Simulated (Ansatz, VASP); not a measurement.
## One calculation of B5Ru3, two programs

```
B Ru
1.0
     2.91560    0.00000    0.00000
    -1.45780    2.52498    0.00000
     0.00000    0.00000   10.11651
B Ru
5 3
Direct
  0.33333 0.66667 0.64246
  0.66667 0.33333 0.71629
  0.33333 0.66667 0.35754
  0.66667 0.33333 0.28371
  0.00000 0.00000 0.00000
  0.33333 0.66667 0.85887
  0.33333 0.66667 0.14113
  0.66667 0.33333 0.50000
```

Alike in both runs: functional PBE; k mesh 6 × 6 × 2; occupations gaussian, width 0.2 eV; no spin polarisation.

Ansatz relaxed the structure, and its values are those at the end. VASP's run is a single point on that final structure, the one shown.

|  | VASP | Ansatz |
| --- | --- | --- |
| version | VASP 6.6.1 | Ansatz 0.2.0 |
| potentials or method | VASP PAW PBE potentials, release 64 (B, Ru_pv), cutoff 520 eV | scalar-relativistic, plane waves, PAW |
| valence electrons in the cell | 57 | 63 |

|  | VASP | Ansatz | Ansatz less VASP |
| --- | --- | --- | --- |
| gap on the k mesh at the Fermi level (eV) | none | none | - |
| pressure (GPa) | -0.1 | 0.0 | +0.01 |
| rms of the force components (eV/Å) | 0.009 | 0.010 | +0.0008 |

A gap of «none» marks a metal or a gap that the smearing closes. VASP's potentials hold 57 valence electrons a cell and Ansatz's 63, so a difference there can come from the potentials and not from the codes.

The k mesh is coarse, so the values compare programs but aren't converged.
